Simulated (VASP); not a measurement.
Input of a VASP 6.6.1 run:

File INCAR:

```
SYSTEM = SiO2
ALGO = Normal ; EDIFF = 1E-8
ENCUT = 520 ; GGA = PE
ISIF = 2 ; ISMEAR = -1
LASPH = .TRUE. ; LCHARG = .FALSE.
LEFG = .TRUE. ; LREAL = .FALSE.
LWAVE = .FALSE. ; NBANDS = 25
NELM = 60 ; PREC = Accurate
SIGMA = 0.03
```

File KPOINTS:

```
k-points
0
G
  6 6 9
  0 0 0
```

POSCAR

```
SiO2
1.0
    4.1661196280      0.0000000000      0.0000000000
    0.0000000000      4.1661196280      0.0000000000
    0.0000000000      0.0000000000      2.6588775253
Si O
2 4
Direct
    0.0000000000      0.0000000000      0.0000000000
    0.5000000000      0.5000000000      0.5000000000
    0.3067000000      0.3067000000      0.0000000000
    0.1933000000      0.8067000000      0.5000000000
    0.6933000000      0.6933000000      0.0000000000
    0.8067000000      0.1933000000      0.5000000000
```

Potentials or basis: VASP PAW PBE potentials, release 64 (Si, O).

The run is started by

```console
$ cat potpaw_PBE.64/Si/POTCAR potpaw_PBE.64/O/POTCAR > POTCAR
$ mpirun -np 1 vasp_std > vasp.out
```

What does it give for the band gap on the k mesh?

5.80 eV, direct.

What does it give for the pressure?

14.6 GPa.

Electric field gradients, principal values (V/Å²):
```tsv
atom	least	middle	greatest (by size)
1 Si	-4.173	-18.662	22.834
2 Si	-4.173	-18.662	22.834
3 O	47.151	61.398	-108.549
4 O	47.151	61.398	-108.549
5 O	47.151	61.398	-108.549
6 O	47.151	61.398	-108.549
```

Caveat: without QUAD_EFG the Cq values of the log hold for a quadrupole moment of 1 mb, not for the nuclei. A k mesh can miss the band edges.
